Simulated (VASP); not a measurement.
# Cd2HgTe3 (P3m1) in VASP: a series of runs

The runs below take Cd2HgTe3 through relaxation of cell and atoms, relaxation of shape and atoms at fixed volume, with PBE.

Program: VASP 6.6.1. These are calculated values, not measurements. Logs are shortened: lines on timing, memory, paths and dates and some standing lists are left out, and cuts for length are marked.

### 1 The cell of the first run

Symmetry: P3m1, No. 156, trigonal system. The conventional cell has a = 4.690 Å, b = 4.690 Å, c = 11.473 Å, α = 90.00°, β = 90.00°, γ = 120.00°. Within 3.8 Å of Cd (site symmetry 3m) lie 4 Te at 2.87 Å. Within 3.8 Å of Cd (site symmetry 3m) lie 4 Te at 2.87 Å. Within 3.8 Å of Hg (site symmetry 3m) lie 4 Te at 2.87 to 2.88 Å. Within 3.8 Å of Te (site symmetry 3m) lie 1 Cd at 2.87 Å and 3 Hg at 2.87 Å. Within 3.8 Å of Te (site symmetry 3m) lie 3 Cd at 2.87 Å and 1 Hg at 2.88 Å. Te (site symmetry 3m) has 4 Cd at 2.87 Å within 3.8 Å.

### 2 Relaxation of cell and atoms, PBE

Input file INCAR:

```
  PREC = Accurate
  ENCUT = 600
  EDIFF = 1E-6
  ISMEAR = 0
  SIGMA = 0.1
  LREAL = F
  LASPH = T
  NELM = 80
  ALGO = Fast
  ISIF = 3
  LWAVE = F
  LCHARG = F
  GGA = PE
  IBRION = 2
  NSW = 100
  EDIFFG = -0.01
```

Input file KPOINTS:

```
regular mesh
0
Gamma
  12 12 4
```

Input file POSCAR:

```
Cd2HgTe3
1.0
    4.6899816000      0.0000000000      0.0000000000
   -2.3449908000      4.0616432000      0.0000000000
    0.0000000000      0.0000000000     11.4734976000
Cd Hg Te
2 1 3
Direct
    0.0000000000      0.0000000000      0.0005620000
    0.6666667000      0.3333333000      0.3333650000
    0.3333333000      0.6666667000      0.6666610000
    0.0000000000      0.0000000000      0.7506830000
    0.3333333000      0.6666667000      0.4156450000
    0.6666667000      0.3333333000      0.0830850000
```

Potentials or basis: VASP PAW PBE potentials, release 64 (Cd, Hg, Te).

Run with:

```bash
cat potpaw_PBE.64/Cd/POTCAR potpaw_PBE.64/Hg/POTCAR potpaw_PBE.64/Te/POTCAR > POTCAR
mpirun -np 1 vasp_std > vasp.out
```

OUTCAR:

```text
PREC = Accurate
   ENCUT = 600
   EDIFF = 1E-6
   ISMEAR = 0
   LREAL = F
   LASPH = T
   NELM = 80
   ISIF = 3
   GGA = PE
   IBRION = 2
   NSW = 100
   EDIFFG = -0.01

 ion  position               nearest neighbor table
   1  0.000  0.000  0.001-   4 2.87   6 2.87   6 2.87   6 2.87
   2  0.667  0.333  0.333-   5 2.87   5 2.87   5 2.87   6 2.87
   3  0.333  0.667  0.667-   4 2.87   4 2.87   4 2.87   5 2.88
   4  0.000  0.000  0.751-   1 2.87   3 2.87   3 2.87   3 2.87
   5  0.333  0.667  0.416-   2 2.87   2 2.87   2 2.87   3 2.88
   6  0.667  0.333  0.083-   1 2.87   1 2.87   1 2.87   2 2.87

  LATTYP: Found a hexagonal cell.
 ALAT       =     4.6899816000
 C/A-ratio  =     2.4463843526

  Lattice vectors:

 A1 = (   4.6899816000,   0.0000000000,   0.0000000000)
 A2 = (  -2.3449908000,   4.0616432000,   0.0000000000)
 A3 = (   0.0000000000,   0.0000000000,  11.4734976000)

Analysis of symmetry for initial positions (statically):
=====================================================================
 Subroutine PRICEL returns:
 Original cell was already a primitive cell.

 Routine SETGRP: Setting up the symmetry group for a
 hexagonal supercell.

 Subroutine GETGRP returns: Found  6 space group operations
 (whereof  6 operations were pure point group operations)
 out of a pool of 24 trial point group operations.

The static configuration has the point symmetry C_3v.

Analysis of symmetry for dynamics (positions and initial velocities):
=====================================================================
 Subroutine PRICEL returns:
 Original cell was already a primitive cell.

 Routine SETGRP: Setting up the symmetry group for a
 hexagonal supercell.

 Subroutine GETGRP returns: Found  6 space group operations
 (whereof  6 operations were pure point group operations)
 out of a pool of 24 trial point group operations.

The dynamic configuration has the point symmetry C_3v.

 Subroutine INISYM returns: Found  6 space group operations
 (whereof  6 operations are pure point group operations),
 and found     1 'primitive' translations

----------------------------------------------------------------------------------------

                                     Primitive cell

  volume of cell :     218.5590

  direct lattice vectors                    reciprocal lattice vectors
     4.689981600  0.000000000  0.000000000     0.213220453  0.123102886  0.000000000
    -2.344990800  4.061643200  0.000000000     0.000000000  0.246205772  0.000000000
     0.000000000  0.000000000 11.473497600     0.000000000  0.000000000  0.087157381

  length of vectors
     4.689981600  4.689981592 11.473497600     0.246205772  0.246205772  0.087157381

  position of ions in fractional coordinates (direct lattice)
     0.000000000  0.000000000  0.000562000
     0.666666700  0.333333300  0.333365000
     0.333333300  0.666666700  0.666661000
     0.000000000  0.000000000  0.750683000
     0.333333300  0.666666700  0.415645000
     0.666666700  0.333333300  0.083085000

  ion indices of the primitive-cell ions
   primitive index   ion index
                 1           1
                 2           2
                 3           3
                 4           4
                 5           5
                 6           6

----------------------------------------------------------------------------------------

 KPOINTS: regular mesh
[... 75 lines left out ...]
   ISYM   =      2    0-nonsym 1-usesym 2-fastsym
   POTIM  = 0.5000    time-step for ionic-motion
   TEBEG  =    0.0;   TEEND  =   0.0 temperature during run
   PSTRESS=    0.0 pullay stress
   NELECT =      54.0000    total number of electrons
   NUPDOWN=      -1.0000    fix difference up-down
   EMIN   =  10.00;   EMAX   =-10.00  energy-range for DOS
   EFERMI =   0.00;   METHOD = LEGACY
   ISMEAR =     0;   SIGMA  =   0.10  broadening in eV -4-tet -1-fermi 0-gaus
   EFERMI_NEDOS =   21; number of points for ismear=-14 and -15
   IALGO  =     68    algorithm
   IMIX   =      4    mixing-type and parameters
     AMIX     =   0.40;   BMIX     =  1.00
     AMIX_MAG =   1.60;   BMIX_MAG =  1.00
  volume/ion in A,a.u.               =      36.43       245.82
  Fermi-wavevector in a.u.,A,eV,Ry     =   1.027267  1.941252 14.357911  1.055277
  Thomas-Fermi vector in A             =   2.161203
   LORBIT       =      0    0 simple, 1 ext, 2 COOP (PROOUT), +10 PAW based schemes
   GGA     = PE    functional components
   LHFCALC =     F    Hartree Fock is set to
   AEXX    =    0.0000 exact exchange contribution
   IVDW    =     0    specifies the selected vdW correction
   LEPSILON=     F    determine dielectric tensor
   LRPA    =     F    only Hartree local field effects (RPA)
 conjugate gradient relaxation of ions
 non-spin polarized calculation
 RMM-DIIS sequential band-by-band and
 Gauss-broadening in eV      SIGMA  =   0.10
  energy-cutoff  :      600.00
  volume of cell :      218.56
 maximum number of plane-waves:      7324
 NGX is ok and might be reduce to    40
   NGX = 19   NGY = 19   NGZ = 45

--------------------------------------- Ionic step        1  -------------------------------------------

 number of electron      53.9999999 magnetization

 Free energy of the ion-electron system (eV)
  ---------------------------------------------------
  ext. energy  EPLUGINS =         0.00000000
  ---------------------------------------------------
  free energy    TOTEN  =       -13.26379450 eV

  energy without entropy =      -13.26328615  energy(sigma->0) =      -13.26354033

------------------------ aborting loop because EDIFF is reached ----------------------------------------

  FORCE on cell =-STRESS in cart. coord.  units (eV):
  Direction    XX          YY          ZZ          XY          YZ          ZX
  --------------------------------------------------------------------------------------
  -------------------------------------------------------------------------------------
  Total        0.0932886      0.0932886      0.0951044      0.0000000      0.0000000      0.0000000
  in kB        0.6838651      0.6838651      0.6971758      0.0000000      0.0000000      0.0000000
  external PRESSURE =       0.6883020 kB  Pullay stress =       0.0000000 kB

 VOLUME and BASIS-vectors are now :
 -----------------------------------------------------------------------------
  energy-cutoff  :      600.00
  volume of cell :      218.56
      direct lattice vectors                 reciprocal lattice vectors
     4.689981600  0.000000000  0.000000000     0.213220453  0.123102886  0.000000000
    -2.344990800  4.061643200  0.000000000     0.000000000  0.246205772  0.000000000
     0.000000000  0.000000000 11.473497600     0.000000000  0.000000000  0.087157381

 POSITION                                       TOTAL-FORCE (eV/Angst)
 -----------------------------------------------------------------------------------
      0.00000      0.00000      0.00645        -0.000000     -0.000000      0.000378
      2.34499      1.35388      3.82486        -0.000000      0.000000      0.000457
     -0.00000      2.70776      7.64893         0.000000      0.000000     -0.000115
      0.00000      0.00000      8.61296        -0.000000      0.000000     -0.003490
     -0.00000      2.70776      4.76890         0.000000      0.000000      0.003487
      2.34499      1.35388      0.95328        -0.000000     -0.000000     -0.000717
 -----------------------------------------------------------------------------------
    total drift:                                0.000007     -0.000004      0.000340

  FREE ENERGIE OF THE ION-ELECTRON SYSTEM (eV)
  ---------------------------------------------------
  free  energy   TOTEN  =       -13.2637945044 eV

  energy  without entropy=      -13.2632861477  energy(sigma->0) =      -13.26354033

--------------------------------------- Ionic step        2  -------------------------------------------

 number of electron      53.9999999 magnetization

 Free energy of the ion-electron system (eV)
  ---------------------------------------------------
  ext. energy  EPLUGINS =         0.00000000
  ---------------------------------------------------
  free energy    TOTEN  =       -13.26386955 eV

  energy without entropy =      -13.26336042  energy(sigma->0) =      -13.26361498

 E-fermi :   2.0305     XC(G=0):  -8.3145

 val. band max:        1.9573177488   @ k =   0.0000   0.0000   0.0000
 cond. band min:       2.5959246826   @ k =   0.0000   0.0000   0.2500
 fundamental gap:      0.6386069338
 Fermi energy:         2.0304924501

 k-point     1 :       0.0000    0.0000    0.0000
  band No.  band energies     occupation
      1      -9.1214      2.00000
      2      -8.8257      2.00000
      3      -8.7632      2.00000
      4      -6.2597      2.00000
      5      -6.2597      2.00000
      6      -6.2309      2.00000
[... 829 lines left out ...]
     31       5.7208      0.00000
     32       6.5015      0.00000

 [... further k-points ...]

------------------------ aborting loop because EDIFF is reached ----------------------------------------

  FORCE on cell =-STRESS in cart. coord.  units (eV):
  Direction    XX          YY          ZZ          XY          YZ          ZX
  --------------------------------------------------------------------------------------
  -------------------------------------------------------------------------------------
  Total       -0.0376017     -0.0376017     -0.0363091      0.0000000      0.0000000      0.0000000
  in kB       -0.2750215     -0.2750215     -0.2655672      0.0000000      0.0000000      0.0000000
  external PRESSURE =      -0.2718701 kB  Pullay stress =       0.0000000 kB

 VOLUME and BASIS-vectors are now :
 -----------------------------------------------------------------------------
  energy-cutoff  :      600.00
  volume of cell :      219.05
      direct lattice vectors                 reciprocal lattice vectors
     4.693499469  0.000000000  0.000000000     0.213060640  0.123010618  0.000000000
    -2.346749735  4.064689764  0.000000000     0.000000000  0.246021236  0.000000000
     0.000000000  0.000000000 11.482271168     0.000000000  0.000000000  0.087090784

 POSITION                                       TOTAL-FORCE (eV/Angst)
 -----------------------------------------------------------------------------------
      2.34675      4.06469      0.00647        -0.000000     -0.000000     -0.000492
      2.34675      1.35490      3.82781         0.000000     -0.000000      0.000409
     -0.00000      2.70979      7.65478        -0.000000      0.000000      0.000311
      4.69350      0.00000      8.61938        -0.000000     -0.000000     -0.002496
     -0.00000      2.70979      4.77272         0.000000      0.000000      0.002507
      2.34675      1.35490      0.95397        -0.000000      0.000000     -0.000239
 -----------------------------------------------------------------------------------
    total drift:                                0.000007     -0.000004      0.000308

  FREE ENERGIE OF THE ION-ELECTRON SYSTEM (eV)
  ---------------------------------------------------
  free  energy   TOTEN  =       -13.2638695455 eV

  energy  without entropy=      -13.2633604226  energy(sigma->0) =      -13.26361498

 reached required accuracy - stopping structural energy minimisation
```

Run time: 19 min. Hardware: 1 thread of Oxide Virtual Turin-like, shared host; peak memory 0.78 GiB.

Results:

```yaml
Free_energy: -13.2639 eV
Relaxed_volume: 36.51 Å³/atom
Relaxed_cell: a = 4.693 Å, b = 4.693 Å, c = 11.482 Å, α = 90.00°, β = 90.00°, γ = 120.00°
Space_group_after_relaxing_to_0.1_Å: P3m1 (No. 156)
Energy_gained_by_relaxing: 0.0 meV/atom
Ionic_steps: 2
Pressure_after_relaxing: 0.0 GPa
Band_gap_on_the_k_mesh: zero (filled and empty bands touch)
```

Forces on the atoms (eV/Å):
```
Cd   0.000  0.000  0.000
Cd   0.000  0.000  0.000
Hg   0.000  0.000  0.000
Te   0.000  0.000 -0.002
Te   0.000  0.000  0.003
Te   0.000  0.000  0.000
```

Final structure:
```
Cd Hg Te
1.0
     4.69350    0.00000    0.00000
    -2.34675    4.06469    0.00000
     0.00000    0.00000   11.48227
Cd Hg Te
2 1 3
Direct
  0.00000 0.00000 0.00056
  0.66667 0.33333 0.33337
  0.33333 0.66667 0.66666
  0.00000 0.00000 0.75067
  0.33333 0.66667 0.41566
  0.66667 0.33333 0.08308
```

Levels at points of the mesh, in eV from the Fermi level:
```csv
k point,band 25,band 26,band 27,band 28,band 29,band 30
"(0.00, 0.00, 0.00)",-0.13,-0.09,-0.07,-0.07,1.27,1.59
"(0.50, 0.00, 0.00)",-1.58,-1.20,-1.07,1.89,2.44,2.47
"(0.00, 0.00, 0.50)",-0.43,-0.19,-0.19,0.81,1.46,1.50
"(0.50, 0.00, 0.50)",-1.60,-0.83,-0.83,1.22,2.49,2.62
```

Caveat: semilocal functionals underestimate gaps, and a narrow one can read as zero; spin-orbit coupling is left out, which moves the levels of the heavy elements.

### 3 Relaxation of shape and atoms at fixed volume, PBE (33.15 Å³/atom)

This run uses another cell than the first one, of 33.15 Å³/atom.

Input file INCAR:

```
PREC = Accurate
ENCUT = 600
EDIFF = 1E-6
ISMEAR = 0
SIGMA = 0.1
LREAL = False
LASPH = True
NELM = 80
ALGO = Normal
ISIF = 4
LWAVE = False
LCHARG = False
GGA = PE
IBRION = 2
NSW = 50
EDIFFG = -0.01
KPAR = 4
```

KPOINTS is that of step 2.

Input file POSCAR:

```
Cd2HgTe3
1.0
    4.5448365526      0.0000000000      0.0000000000
   -2.2724182763      3.9359439106      0.0000000000
    0.0000000000      0.0000000000     11.1184170394
Cd Hg Te
2 1 3
Direct
    0.0000000000      0.0000000000      0.0005620000
    0.6666666667      0.3333333333      0.3333650000
    0.3333333333      0.6666666667      0.6666610000
    0.0000000000      0.0000000000      0.7506830000
    0.3333333333      0.6666666667      0.4156450000
    0.6666666667      0.3333333333      0.0830850000
```

Potentials or basis: VASP PAW PBE potentials, release 64 (Cd, Hg, Te).

Run with:

```bash
cat potpaw_PBE.64/Cd/POTCAR potpaw_PBE.64/Hg/POTCAR potpaw_PBE.64/Te/POTCAR > POTCAR
mpirun -np 4 vasp_std > vasp.out
```

Run time: 5.7 min. Hardware: 4 MPI ranks of Oxide Virtual Turin-like, shared host; peak memory 0.73 GiB.

The run converged. Its results:

- Free energy: -13.0191 eV
- Energy gained by relaxing: 0.0 meV/atom
- Ionic steps: 2
- Pressure after relaxing: 4.2 GPa
- Largest force after relaxing: 0.009 eV/Å
- Band gap on the k mesh: 0.19 eV

Forces on the atoms (eV/Å):
```
Cd   0.000  0.000  0.007
Cd   0.000  0.000  0.003
Hg   0.000  0.000 -0.004
Te   0.000  0.000  0.006
Te   0.000  0.000 -0.009
Te   0.000  0.000 -0.003
```

Final structure:
```cif
data_structure
_symmetry_space_group_name_H-M 'P 1'
_symmetry_Int_Tables_number 1
_cell_length_a 4.5452
_cell_length_b 4.5452
_cell_length_c 11.1165
_cell_angle_alpha 90.000
_cell_angle_beta 90.000
_cell_angle_gamma 120.000
_cell_volume 198.89
loop_
_atom_site_label
_atom_site_type_symbol
_atom_site_fract_x
_atom_site_fract_y
_atom_site_fract_z
_atom_site_occupancy
Cd1 Cd 0.00000 0.00000 0.00058 1
Cd2 Cd 0.66667 0.33333 0.33338 1
Hg1 Hg 0.33333 0.66667 0.66663 1
Te1 Te 0.00000 0.00000 0.75074 1
Te2 Te 0.33333 0.66667 0.41560 1
Te3 Te 0.66667 0.33333 0.08307 1
```

Levels at points of the mesh, in eV from the valence-band top:
| k point | band 25 | band 26 | band 27 | band 28 | band 29 | band 30 |
| --- | --- | --- | --- | --- | --- | --- |
| (0.00, 0.00, 0.00) | -0.04 | 0.00 | 0.00 | 0.19 | 1.45 | 1.75 |
| (0.50, 0.00, 0.00) | -1.78 | -1.35 | -1.21 | 2.06 | 2.45 | 2.60 |
| (0.00, 0.00, 0.50) | -0.43 | -0.15 | -0.15 | 1.01 | 1.68 | 1.74 |
| (0.50, 0.00, 0.50) | -1.84 | -0.92 | -0.91 | 1.36 | 2.56 | 2.62 |

Caveat: spin-orbit coupling is left out, which moves the levels of the heavy elements.

### 4 Relaxation of shape and atoms at fixed volume, PBE (35.33 Å³/atom)

This run uses another cell than the first one, of 35.33 Å³/atom.

Input file INCAR:

```
PREC = Accurate
ENCUT = 600
EDIFF = 1E-6
ISMEAR = 0
SIGMA = 0.1
LREAL = F
LASPH = T
NELM = 80
ALGO = Fast
ISIF = 4
LWAVE = F
LCHARG = F
GGA = PE
IBRION = 2
NSW = 50
EDIFFG = -0.01
```

Input file KPOINTS:

```
Automatic mesh
0
Gamma
  12 12 4
```

POSCAR: that of step 3 with these lines changed.

```diff
@@ -2,5 +2,5 @@
 1.0
-    4.5448365526      0.0000000000      0.0000000000
-   -2.2724182763      3.9359439106      0.0000000000
-    0.0000000000      0.0000000000     11.1184170394
+    4.6426048043      0.0000000000      0.0000000000
+   -2.3213024021      4.0206137002      0.0000000000
+    0.0000000000      0.0000000000     11.3575957607
 Cd Hg Te
```

Run with:

```bash
cat potpaw_PBE.64/Cd/POTCAR potpaw_PBE.64/Hg/POTCAR potpaw_PBE.64/Te/POTCAR > POTCAR
mpirun -np 1 vasp_std > vasp.out
```

Run time: 15 min. Hardware: 1 thread of Oxide Virtual Turin-like, shared host; peak memory 0.75 GiB.

It converged, with:

```yaml
Free_energy: -13.2371 eV
Pressure_after_relaxing: 1.2 GPa
Band_gap_on_the_k_mesh: 0.03 eV
```

Forces on the atoms (eV/Å):
```
Cd   0.000  0.000  0.001
Cd   0.000  0.000  0.002
Hg   0.000  0.000 -0.002
Te   0.000  0.000  0.000
Te   0.000  0.000  0.001
Te   0.000  0.000 -0.001
```

Final structure:
```
Cd Hg Te
1.0
     4.64260    0.00000    0.00000
    -2.32130    4.02061    0.00000
     0.00000    0.00000   11.35760
Cd Hg Te
2 1 3
Direct
  0.00000 0.00000 0.00056
  0.66667 0.33333 0.33337
  0.33333 0.66667 0.66666
  0.00000 0.00000 0.75068
  0.33333 0.66667 0.41564
  0.66667 0.33333 0.08309
```

Levels at points of the mesh, in eV from the valence-band top:
| k point | band 25 | band 26 | band 27 | band 28 | band 29 | band 30 |
| --- | --- | --- | --- | --- | --- | --- |
| (0.00, 0.00, 0.00) | -0.04 | 0.00 | 0.00 | 0.03 | 1.38 | 1.69 |
| (0.50, 0.00, 0.00) | -1.59 | -1.20 | -1.06 | 2.00 | 2.54 | 2.56 |
| (0.00, 0.00, 0.50) | -0.38 | -0.13 | -0.13 | 0.92 | 1.59 | 1.62 |
| (0.50, 0.00, 0.50) | -1.63 | -0.81 | -0.81 | 1.32 | 2.57 | 2.67 |

Caveat: the relaxation stopped at its first step, so nothing moved; the smearing spreads over this small gap; spin-orbit coupling is left out, which moves the levels of the heavy elements.

### 5 The runs side by side

```csv
task,cell,gap on the mesh (eV),pressure (GPa)
relaxation of cell and atoms,"relaxed from a = 4.690, b = 4.690, c = 11.473 Å, angles 90.0, 90.0, 120.0°, 6 atoms",none,0.0
relaxation of shape and atoms at fixed volume,"relaxed from a = 4.545, b = 4.545, c = 11.118 Å, angles 90.0, 90.0, 120.0°, 6 atoms",0.19,4.2
relaxation of shape and atoms at fixed volume,"relaxed from a = 4.643, b = 4.643, c = 11.358 Å, angles 90.0, 90.0, 120.0°, 6 atoms",0.03,1.2
```

Alike in all rows: level PBE; potentials or basis VASP PAW PBE potentials, release 64 (Cd, Hg, Te); no spin polarisation; k mesh 12 × 12 × 4; cutoff (eV) 600; smearing gaussian 0.1 eV.

Caveats: spin-orbit coupling is left out, which moves the levels of the heavy elements; semilocal functionals underestimate gaps, and a narrow one can read as zero (at least some runs); the relaxation stopped at its first step, so nothing moved (at least some runs); the smearing spreads over this small gap (at least some runs).

Total energies depend on the potentials used, so only differences within one code and one set of settings carry meaning.

The gap in the log of VASP goes by the Fermi energy; the results here count the filled bands.